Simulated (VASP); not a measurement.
Here is a VASP 6.6.1 calculation.

INCAR

```
SYSTEM = Ta4O
ALGO = Normal ; EDIFF = 1E-6
ENCUT = 520 ; GGA = PE
ISIF = 2 ; ISMEAR = 0
LASPH = .True. ; LCHARG = .False.
LREAL = .False. ; LWAVE = .False.
NBANDS = 33 ; NELM = 80
PREC = Accurate ; SIGMA = 0.15
```

Contents of KPOINTS:

```
k-points
0
Gamma
  14 14 8
  0 0 0
```

File POSCAR:

```
Ta4O
1.0
    3.1570658336      0.0000000000      0.0000000000
    0.0000000000      3.1570658336      0.0000000000
    0.0000000000      0.0000000000      7.3953866773
Ta O
4 1
Direct
    0.0000000000      0.0000000000      0.5000000000
    0.5000000000      0.5000000000      0.7829127273
    0.5000000000      0.5000000000      0.2170872727
    0.0000000000      0.0000000000      0.0000000000
    0.5000000000      0.5000000000      0.5000000000
```

Potentials or basis: VASP PAW PBE potentials, release 64 (Ta_pv, O).

Command:

```sh
$ cat potpaw_PBE.64/Ta_pv/POTCAR potpaw_PBE.64/O/POTCAR > POTCAR
$ mpirun -np 1 vasp_std > vasp.out
```

Predict the pressure.

14.8 GPa.

What does it give for the largest force?

0.172 eV/Å.

Stress tensor (GPa, compression positive):
```
16.27  0.00  0.00
 0.00 16.27  0.00
 0.00  0.00 11.79
```

Caveat: the cell differs from its parent crystal (strain -0.030 along x and y, +0.000 along z); the cell stands under pressure.
